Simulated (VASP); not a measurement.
Set up this calculation in VASP 6.6.1, as the native input.

```yaml
Task: single point
Functional: PBE
Potentials_or_basis: VASP PAW PBE potentials, release 64 (Ag, Rh_pv)
Cutoff: 520 eV
k_mesh: 14 × 14 × 7
Occupations: fermi-dirac, width 0.05 eV
Spin: collinear spin, ferromagnetic start
Starting_moments: "[0.0, 1.0] μB"
Dipole_correction: no
Further_INCAR_settings: ALGO = Normal; EDIFF = 1e-07; NBANDS = 24
```

The structure of AgRh lies in POSCAR:

```
AgRh
1.0
    2.9920661862      0.0000000000      0.0000000000
   -1.4960330931      2.5912053270      0.0000000000
    0.0000000000      0.0000000000      5.1799094797
Ag Rh
1 1
Direct
    0.0000000000      0.0000000000      0.5000000000
    0.6666666667      0.3333333333      0.0000000000
```

This cell differs from its parent crystal: volume scaled by 1.25.

The input as run:

INCAR

```
  ALGO = Normal
  EDIFF = 1E-7
  ENCUT = 520
  GGA = PE
  ISIF = 2
  ISMEAR = -1
  ISPIN = 2
  LASPH = T
  LCHARG = F
  LMAXMIX = 4
  LORBIT = 11
  LREAL = F
  LWAVE = F
  MAGMOM = 0 1
  NBANDS = 24
  NELM = 150
  PREC = Accurate
  SIGMA = 0.05
```

KPOINTS

```
k-points
0
Gamma
  14 14 7
```

Potentials or basis: VASP PAW PBE potentials, release 64 (Ag, Rh_pv).

Launch:

```console
$ cat potpaw_PBE.64/Ag/POTCAR potpaw_PBE.64/Rh_pv/POTCAR > POTCAR
$ mpirun -np 1 vasp_std > vasp.out
```

Results of the run:

```yaml
Pressure: -19.0 GPa
Net_moment: 0.66 μB per cell
Site_moments: Ag +0.00; Rh +0.67 μB
Valence_electrons_inside_the_program's_atomic_spheres: Ag 9.73; Rh 13.42
```

Wall time 3.4 min on 1 thread of Intel Xeon 8259CL (shared host), peak memory 0.28 GiB.
